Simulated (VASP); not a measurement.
# Sn (Fd-3m) in VASP: further runs

Aim: see how the results for Sn move with the level of theory and the settings. Levels: LDA, r2SCAN, PBE. Tasks: relaxation of cell and atoms, single point.

Program: VASP 6.6.1. These are calculated values, not measurements. Logs are shortened: lines on timing, memory, paths and dates and some standing lists are left out, and cuts for length are marked.

## 1. The cell of the first run

The structure is cubic, space group Fd-3m (No. 227). The conventional cell has a = 6.658 Å, b = 6.658 Å, c = 6.658 Å, α = 90.00°, β = 90.00°, γ = 90.00°. Within 3.8 Å of Sn (site symmetry -43m) lie 4 Sn at 2.88 Å.

## 2. Relaxation of cell and atoms, LDA

File INCAR:

```
PREC = Accurate ; ENCUT = 600
EDIFF = 1E-7 ; ISMEAR = -1
SIGMA = 0.02 ; LREAL = False
LASPH = True ; NELM = 100
ALGO = Normal ; ISIF = 3
LWAVE = False ; LCHARG = False
GGA = CA ; IBRION = 2
NSW = 80 ; EDIFFG = -0.005
```

File KPOINTS:

```
Automatic mesh
0
Gamma
  6 6 6
```

File POSCAR:

```
Sn
1.0
    0.0000000000      3.3291268295      3.3291268295
    3.3291268295      0.0000000000      3.3291268295
    3.3291268295      3.3291268295      0.0000000000
Sn
2
Direct
    0.0000000000      0.0000000000      0.0000000000
    0.2500000000      0.2500000000      0.2500000000
```

Potentials or basis: VASP PAW LDA potentials, release 64 (Sn_d).

Command:

```bash
$ cat potpaw_LDA.64/Sn_d/POTCAR > POTCAR
$ mpirun -np 1 vasp_std > vasp.out
```

OUTCAR:

```text
PREC = Accurate
   ENCUT = 600
   EDIFF = 1E-7
   ISMEAR = -1
   LREAL = False
   LASPH = True
   NELM = 100
   ISIF = 3
   GGA = CA
   IBRION = 2
   NSW = 80
   EDIFFG = -0.005

 ion  position               nearest neighbor table
   1  0.000  0.000  0.000-   2 2.88   2 2.88   2 2.88   2 2.88
   2  0.250  0.250  0.250-   1 2.88   1 2.88   1 2.88   1 2.88

  LATTYP: Found a face centered cubic cell.
 ALAT       =     6.6582536590

  Lattice vectors:

 A1 = (   0.0000000000,   3.3291268295,   3.3291268295)
 A2 = (   3.3291268295,   0.0000000000,   3.3291268295)
 A3 = (   3.3291268295,   3.3291268295,   0.0000000000)

Analysis of symmetry for initial positions (statically):
=====================================================================
 Subroutine PRICEL returns:
 Original cell was already a primitive cell.

 Routine SETGRP: Setting up the symmetry group for a
 face centered cubic supercell.

 Subroutine GETGRP returns: Found 48 space group operations
 (whereof 24 operations were pure point group operations)
 out of a pool of 48 trial point group operations.

The static configuration has the point symmetry T_d .
 The point group associated with its full space group is O_h .

Analysis of symmetry for dynamics (positions and initial velocities):
=====================================================================
 Subroutine PRICEL returns:
 Original cell was already a primitive cell.

 Routine SETGRP: Setting up the symmetry group for a
 face centered cubic supercell.

 Subroutine GETGRP returns: Found 48 space group operations
 (whereof 24 operations were pure point group operations)
 out of a pool of 48 trial point group operations.

The dynamic configuration has the point symmetry T_d .
 The point group associated with its full space group is O_h .

 Subroutine INISYM returns: Found 48 space group operations
 (whereof 24 operations are pure point group operations),
 and found     1 'primitive' translations

----------------------------------------------------------------------------------------

                                     Primitive cell

  volume of cell :      73.7940

  direct lattice vectors                    reciprocal lattice vectors
     0.000000000  3.329126829  3.329126829    -0.150189532  0.150189532  0.150189532
     3.329126829  0.000000000  3.329126829     0.150189532 -0.150189532  0.150189532
     3.329126829  3.329126829  0.000000000     0.150189532  0.150189532 -0.150189532

  length of vectors
     4.708096313  4.708096313  4.708096313     0.260135900  0.260135900  0.260135900

  position of ions in fractional coordinates (direct lattice)
     0.000000000  0.000000000  0.000000000
     0.250000000  0.250000000  0.250000000

  ion indices of the primitive-cell ions
   primitive index   ion index
                 1           1
                 2           2

----------------------------------------------------------------------------------------

 KPOINTS: Automatic mesh

Automatic generation of k-mesh.
 Grid dimensions read from file:
 generate k-points for:    6    6    6

 Generating k-lattice:

  Cartesian coordinates                     Fractional coordinates (reciprocal lattice)
    -0.025031589  0.025031589  0.025031589     0.166666667  0.000000000  0.000000000
     0.025031589 -0.025031589  0.025031589     0.000000000  0.166666667  0.000000000
     0.025031589  0.025031589 -0.025031589     0.000000000  0.000000000  0.166666667

  Length of vectors
     0.043355983  0.043355983  0.043355983

  Shift w.r.t. Gamma in fractional coordinates (k-lattice)
     0.000000000  0.000000000  0.000000000

 Subroutine IBZKPT returns following result:
 ===========================================

 Found     16 irreducible k-points:

 Following reciprocal coordinates:
            Coordinates               Weight
  0.000000  0.000000  0.000000      1.000000
  0.166667  0.000000  0.000000      8.000000
  0.333333  0.000000  0.000000      8.000000
  0.500000  0.000000  0.000000      4.000000
  0.166667  0.166667  0.000000      6.000000
  0.333333  0.166667  0.000000     24.000000
[... 8 lines left out ...]
 -0.333333  0.333333  0.166667     24.000000
 -0.333333  0.500000  0.166667     12.000000
   k-points           NKPTS =     16   k-points in BZ     NKDIM =     16   number of bands    NBANDS=     18
   number of dos      NEDOS =    301   number of ions     NIONS =      2
   total plane-waves  NPLWV =  64000
   dimension x,y,z NGX =    40 NGY =   40 NGZ =   40
   dimension x,y,z NGXF=    80 NGYF=   80 NGZF=   80
   ions per type =               2
   NGX,Y,Z   is equivalent  to a cutoff of  14.12, 14.12, 14.12 a.u.
   NGXF,Y,Z  is equivalent  to a cutoff of  28.25, 28.25, 28.25 a.u.
 SYSTEM =  unknown system
   PREC   = accura    normal or accurate (medium, high low for compatibility)
   ISTART =      0    job   : 0-new  1-cont  2-samecut
   ICHARG =      2    charge: 1-file 2-atom 10-const
   ISPIN  =      1    spin polarized calculation?
   LNONCOLLINEAR =      F non collinear calculations
   LSORBIT =      F    spin-orbit coupling
   LASPH  =      T    aspherical Exc in radial PAW
   ENCUT  =  600.0 eV  44.10 Ry    6.64 a.u.   9.40  9.40  9.40*2*pi/ulx,y,z
   NELM   =    100;   NELMIN=  2; NELMDL= -5     # of ELM steps
   EDIFF  = 0.1E-06   stopping-criterion for ELM
   LREAL  =      F    real-space projection
   EDIFFG = -.5E-02   stopping-criterion for IOM
   NSW    =     80    number of steps for IOM
   IBRION =      2    ionic relax: 0-MD 1-quasi-New 2-CG
   NFREE  =      1    steps in history (QN), initial steepest desc. (CG)
   ISIF   =      3    stress and relaxation
   ISYM   =      2    0-nonsym 1-usesym 2-fastsym
   POTIM  = 0.5000    time-step for ionic-motion
   TEBEG  =    0.0;   TEEND  =   0.0 temperature during run
   PSTRESS=    0.0 pullay stress
   NELECT =      28.0000    total number of electrons
   NUPDOWN=      -1.0000    fix difference up-down
   EMIN   =  10.00;   EMAX   =-10.00  energy-range for DOS
   EFERMI =   0.00;   METHOD = LEGACY
   ISMEAR =    -1;   SIGMA  =   0.02  broadening in eV -4-tet -1-fermi 0-gaus
   EFERMI_NEDOS =   21; number of points for ismear=-14 and -15
   IALGO  =     38    algorithm
   IMIX   =      4    mixing-type and parameters
     AMIX     =   0.40;   BMIX     =  1.00
     AMIX_MAG =   1.60;   BMIX_MAG =  1.00
  volume/ion in A,a.u.               =      36.90       248.99
  Fermi-wavevector in a.u.,A,eV,Ry     =   1.185188  2.239680 19.111697  1.404670
  Thomas-Fermi vector in A             =   2.321387
   LORBIT       =      0    0 simple, 1 ext, 2 COOP (PROOUT), +10 PAW based schemes
   GGA     = CA    functional components
   LHFCALC =     F    Hartree Fock is set to
   AEXX    =    0.0000 exact exchange contribution
   IVDW    =     0    specifies the selected vdW correction
   LEPSILON=     F    determine dielectric tensor
   LRPA    =     F    only Hartree local field effects (RPA)
 conjugate gradient relaxation of ions
 non-spin polarized calculation
  energy-cutoff  :      600.00
  volume of cell :       73.79
 maximum number of plane-waves:      2488
 NGX is ok and might be reduce to    40
   NGX = 19   NGY = 19   NGZ = 19

--------------------------------------- Ionic step        1  -------------------------------------------

 number of electron      27.9999997 magnetization

 Free energy of the ion-electron system (eV)
  ---------------------------------------------------
  ext. energy  EPLUGINS =         0.00000000
  ---------------------------------------------------
  free energy    TOTEN  =        -8.84698411 eV

  energy without entropy =       -8.84614139  energy(sigma->0) =       -8.84656275

 E-fermi :   4.3565     XC(G=0):  -8.8632

 val. band max:        4.3486487270   @ k =   0.5000   0.0000   0.0000
 cond. band min:       4.5180541075   @ k =   0.3333   0.0000   0.0000
 fundamental gap:      0.1694053806
 Fermi energy:         4.3564736432

 k-point     1 :       0.0000    0.0000    0.0000
  band No.  band energies     occupation
      1     -16.8853      2.00000
      2     -16.8853      2.00000
      3     -16.8853      2.00000
      4     -16.8341      2.00000
      5     -16.8341      2.00000
      6     -16.5802      2.00000
[... 10 lines left out ...]
     17       6.7181      0.00000
     18       6.7181      0.00000

 k-point     2 :       0.1667    0.0000    0.0000
  band No.  band energies     occupation
      1     -16.8983      2.00000
      2     -16.8983      2.00000
      3     -16.8798      2.00000
      4     -16.8153      2.00000
      5     -16.8153      2.00000
      6     -16.6076      2.00000
[... 10 lines left out ...]
     17       7.2332      0.00000
     18       7.6782      0.00000

 k-point     3 :       0.3333    0.0000    0.0000
  band No.  band energies     occupation
      1     -16.9114      2.00000
      2     -16.9114      2.00000
      3     -16.8682      2.00000
      4     -16.7922      2.00000
      5     -16.7922      2.00000
      6     -16.6276      2.00000
[... 324 lines left out ...]
  FORCE on cell =-STRESS in cart. coord.  units (eV):
  Direction    XX          YY          ZZ          XY          YZ          ZX
  --------------------------------------------------------------------------------------
  -------------------------------------------------------------------------------------
  Total        0.4337265      0.4337265      0.4337265     -0.0000000      0.0000000     -0.0000000
  in kB       10.4444612     10.4444612     10.4444612     -0.0000000      0.0000000     -0.0000000
  external PRESSURE =      10.4444612 kB  Pullay stress =       0.0000000 kB

 VOLUME and BASIS-vectors are now :
 -----------------------------------------------------------------------------
  energy-cutoff  :      600.00
  volume of cell :       66.53
      direct lattice vectors                 reciprocal lattice vectors
     0.000000000  3.216154024  3.216154024    -0.155465191  0.155465191  0.155465191
     3.216154024 -0.000000000  3.216154024     0.155465191 -0.155465191  0.155465191
     3.216154024  3.216154024 -0.000000000     0.155465191  0.155465191 -0.155465191

 POSITION                                       TOTAL-FORCE (eV/Angst)
 -----------------------------------------------------------------------------------
      6.43231      3.21615      3.21615        -0.000000     -0.000000     -0.000000
      1.60808      1.60808      1.60808         0.000000      0.000000      0.000000
 -----------------------------------------------------------------------------------
    total drift:                               -0.000000     -0.000000      0.000000

  FREE ENERGIE OF THE ION-ELECTRON SYSTEM (eV)
  ---------------------------------------------------
  free  energy   TOTEN  =        -8.9023509554 eV

  energy  without entropy=       -8.9018304956  energy(sigma->0) =       -8.90209073

--------------------------------------- Ionic step        3  -------------------------------------------

 number of electron      28.0000005 magnetization

 Free energy of the ion-electron system (eV)
  ---------------------------------------------------
  ext. energy  EPLUGINS =         0.00000000
  ---------------------------------------------------
  free energy    TOTEN  =        -8.90701226 eV

  energy without entropy =       -8.90649567  energy(sigma->0) =       -8.90675397

 E-fermi :   5.3338     XC(G=0):  -9.2126

 val. band max:        5.0662326146   @ k =   0.1667   0.0000   0.0000
 cond. band min:       5.3338180107   @ k =   0.5000   0.0000   0.0000
 fundamental gap:      0.2675853962
 Fermi energy:         5.3337843289

 k-point     1 :       0.0000    0.0000    0.0000
  band No.  band energies     occupation
      1     -16.1942      2.00000
      2     -16.1942      2.00000
      3     -16.1942      2.00000
      4     -16.1322      2.00000
      5     -16.1322      2.00000
      6     -15.8157      2.00000
[... 10 lines left out ...]
     17       7.5720      0.00000
     18       7.5720      0.00000

 k-point     2 :       0.1667    0.0000    0.0000
  band No.  band energies     occupation
      1     -16.2108      2.00000
      2     -16.2108      2.00000
      3     -16.1877      2.00000
      4     -16.1080      2.00000
      5     -16.1080      2.00000
      6     -15.8460      2.00000
[... 10 lines left out ...]
     17       8.1395      0.00000
     18       8.7295      0.00000

 k-point     3 :       0.3333    0.0000    0.0000
  band No.  band energies     occupation
      1     -16.2268      2.00000
      2     -16.2268      2.00000
      3     -16.1740      2.00000
      4     -16.0792      2.00000
      5     -16.0792      2.00000
      6     -15.8698      2.00000
[... 288 lines left out ...]
  FORCE on cell =-STRESS in cart. coord.  units (eV):
  Direction    XX          YY          ZZ          XY          YZ          ZX
  --------------------------------------------------------------------------------------
  -------------------------------------------------------------------------------------
  Total        0.0082424      0.0082424      0.0082424      0.0000000      0.0000000     -0.0000000
  in kB        0.1942532      0.1942532      0.1942532      0.0000000      0.0000000     -0.0000000
  external PRESSURE =       0.1942532 kB  Pullay stress =       0.0000000 kB

 VOLUME and BASIS-vectors are now :
 -----------------------------------------------------------------------------
  energy-cutoff  :      600.00
  volume of cell :       67.98
      direct lattice vectors                 reciprocal lattice vectors
     0.000000000  3.239334285  3.239334285    -0.154352702  0.154352702  0.154352702
     3.239334285 -0.000000000  3.239334285     0.154352702 -0.154352702  0.154352702
     3.239334285  3.239334285 -0.000000000     0.154352702  0.154352702 -0.154352702

 POSITION                                       TOTAL-FORCE (eV/Angst)
 -----------------------------------------------------------------------------------
      0.00000      0.00000      0.00000        -0.000000      0.000000     -0.000000
      1.61967      1.61967      1.61967         0.000000     -0.000000      0.000000
 -----------------------------------------------------------------------------------
    total drift:                               -0.000000     -0.000000      0.000000

  FREE ENERGIE OF THE ION-ELECTRON SYSTEM (eV)
  ---------------------------------------------------
  free  energy   TOTEN  =        -8.9070122643 eV

  energy  without entropy=       -8.9064956669  energy(sigma->0) =       -8.90675397

 reached required accuracy - stopping structural energy minimisation
```

Wall time 50 s (1 thread of Intel Xeon Platinum 8259CL at 2.50GHz (Skylake/Cascade Lake), shared host); peak memory 0.2 GiB.

Results:

```
Free energy                            : -8.9070 eV
Relaxed volume                         : 33.99 Å³/atom
Relaxed cell                           : a = 4.581 Å, b = 4.581 Å, c = 4.581 Å, α = 60.00°, β = 60.00°, γ = 60.00°
Space group after relaxing (to 0.05 Å) : Fd-3m (No. 227)
Energy gained by relaxing              : 30.0 meV/atom
Ionic steps                            : 3
Pressure after relaxing                : 0.0 GPa
Band gap on the k mesh                 : zero (band 14 reaches 5.51 eV, above the bottom of band 15 at 5.33 eV)
```

The path:
```csv
step,energy change (eV),largest force (eV/Å),pressure (GPa),volume (Å³)
1,0.0000,0.0000,-3.05,73.79
2,-0.0554,0.0000,1.04,66.53
3,-0.0600,0.0000,0.02,67.98
```

Final structure:
```
Sn
1.0
     0.00000    3.23933    3.23933
     3.23933    0.00000    3.23933
     3.23933    3.23933    0.00000
Sn
2
Direct
  0.00000 0.00000 0.00000
  0.25000 0.25000 0.25000
```

Caveat: spin-orbit coupling is left out, which moves the levels of the heavy elements.

## 3. Relaxation of cell and atoms, r2SCAN

POSCAR is that of step 2.

File INCAR.step1:

```
ALGO = Normal ; EDIFF = 1E-4
ENCUT = 600 ; GGA = PE
ISMEAR = -1 ; LASPH = True
LCHARG = False ; LREAL = False
LWAVE = True ; NELM = 60
PREC = Accurate ; SIGMA = 0.02
```

File INCAR.step2:

```
ALGO = Normal ; EDIFF = 1E-6
EDIFFG = -0.005 ; ENCUT = 600
IBRION = 2 ; ISIF = 3
ISMEAR = -1 ; ISTART = 1
LASPH = True ; LCHARG = False
LMIXTAU = True ; LREAL = False
LWAVE = False ; METAGGA = R2SCAN
NELM = 60 ; NSW = 80
PREC = Accurate ; SIGMA = 0.02
```

File KPOINTS:

```
k-points
0
Gamma
  6 6 6
```

Potentials or basis: VASP PAW PBE potentials, release 64 (Sn_d).

Command:

```bash
$ cat potpaw_PBE.64/Sn_d/POTCAR > POTCAR
$ cp INCAR.step1 INCAR
$ mpirun -np 1 vasp_std > vasp.out
$ cp INCAR.step2 INCAR
$ mpirun -np 1 vasp_std > vasp.out
```

It took 4.2 min on 1 thread of Intel Xeon Platinum 8259CL at 2.50GHz (Skylake/Cascade Lake), shared host; peak memory 0.27 GiB.

The run converged. Its results:

```
Free energy                            : -49.4659 eV
Relaxed volume                         : 35.45 Å³/atom
Relaxed cell                           : a = 4.646 Å, b = 4.646 Å, c = 4.646 Å, α = 60.00°, β = 60.00°, γ = 60.00°
Space group after relaxing (to 0.05 Å) : Fd-3m (No. 227)
Energy gained by relaxing              : 7.3 meV/atom
Ionic steps                            : 3
Pressure after relaxing                : 0.0 GPa
Band gap on the k mesh                 : zero (filled and empty bands touch)
```

The path:
```
step  energy change (eV)  largest force (eV/Å)  pressure (GPa)  volume (Å³)
   1              0.0000                0.0000           -1.56        73.79
   2             -0.0132                0.0000            0.53        70.03
   3             -0.0146                0.0000            0.00        70.89
```

Final structure:
```
CELL_PARAMETERS angstrom
0.00000 3.28487 3.28487
3.28487 0.00000 3.28487
3.28487 3.28487 0.00000
ATOMIC_POSITIONS crystal
Sn 0.00000 0.00000 0.00000
Sn 0.25000 0.25000 0.25000
```

Levels at points of the mesh, in eV from the Fermi level:
```
           k point  band 11  band 12  band 13  band 14  band 15  band 16  band 17  band 18
(0.00, 0.00, 0.00)   -10.89    -0.64    -0.01    -0.01    -0.01     2.21     2.21     2.21
(0.50, 0.00, 0.00)    -9.25    -6.46    -1.22    -1.22     0.05     3.34     3.34     5.95
(0.50, 0.50, 0.00)    -7.74    -7.74    -2.57    -2.57     0.94     0.94     7.91     7.91
```

Caveat: the PAW data sets were made with another functional, which shifts forces and pressure a little; spin-orbit coupling is left out, which moves the levels of the heavy elements.

## 4. Single point, PBE, non-collinear spin, zero start, spin-orbit coupling

This run uses another cell than the first one, of 35.43 Å³/atom, 0.960 times its volume.

File INCAR:

```
SYSTEM = Sn
PREC = Accurate
ENCUT = 520
EDIFF = 1E-6
ISMEAR = -1
SIGMA = 0.02
LREAL = .FALSE.
LASPH = .TRUE.
NELM = 150
ALGO = Normal
ISIF = 2
LWAVE = .FALSE.
LCHARG = .TRUE.
MAGMOM = 0 0 0 0 0 0
LORBIT = 11
LSORBIT = .TRUE.
GGA_COMPAT = .FALSE.
LORBMOM = .TRUE.
GGA = PE
LVHAR = .TRUE.
NBANDS = 40
```

File KPOINTS:

```
Automatic mesh
0
G
  6 6 6
  0 0 0
```

File POSCAR:

```
Sn
1.0
    0.0000000000      3.2844597808      3.2844597808
    3.2844597808      0.0000000000      3.2844597808
    3.2844597808      3.2844597808      0.0000000000
Sn
2
Direct
    0.0000000000      0.0000000000      0.0000000000
    0.2500000000      0.2500000000      0.2500000000
```

Command:

```bash
$ cat potpaw_PBE.64/Sn_d/POTCAR > POTCAR
$ mpirun -np 1 vasp_ncl > vasp.out
```

Wall time 95 s (1 thread of Intel Xeon Platinum 8259CL at 2.50GHz (Skylake/Cascade Lake), shared host); peak memory 0.39 GiB.

The run converged. Its results:

* Free energy: -7.7596 eV
* Pressure: 1.5 GPa
* Net moment: 0.00 μB per cell
* Valence electrons inside the program's atomic spheres: Sn 12.32

Moments on the atoms (μB; x, y, z):
```
Sn  0.00 0.00 0.00
Sn  0.00 0.00 0.00
```

## 5. The runs side by side

| task | level | potentials or basis | spin | cell | cutoff (eV) | gap on the mesh (eV) | pressure (GPa) | relaxed volume (Å³/atom) |
| --- | --- | --- | --- | --- | --- | --- | --- | --- |
| relaxation of cell and atoms | LDA | VASP PAW LDA potentials, release 64 (Sn_d) | off | relaxed from a = 4.708 Å, angles 60.0°, 2 atoms | 600 | none | 0.0 | 33.99 |
| relaxation of cell and atoms | r2SCAN | VASP PAW PBE potentials, release 64 (Sn_d) | off | relaxed from a = 4.708 Å, angles 60.0°, 2 atoms | 600 | none | 0.0 | 35.45 |
| single point | PBE | VASP PAW PBE potentials, release 64 (Sn_d) | non-collinear, zero start, SOC | a = 4.645 Å, angles 60.0°, 2 atoms | 520 | - | 1.5 | - |

Alike in all rows: k mesh 6 × 6 × 6; smearing fermi-dirac 0.02 eV.

Caveats: spin-orbit coupling is left out, which moves the levels of the heavy elements (some runs); the PAW data sets were made with another functional, which shifts forces and pressure a little (some runs).

Absolute energies hang on the potentials; compare differences alone.
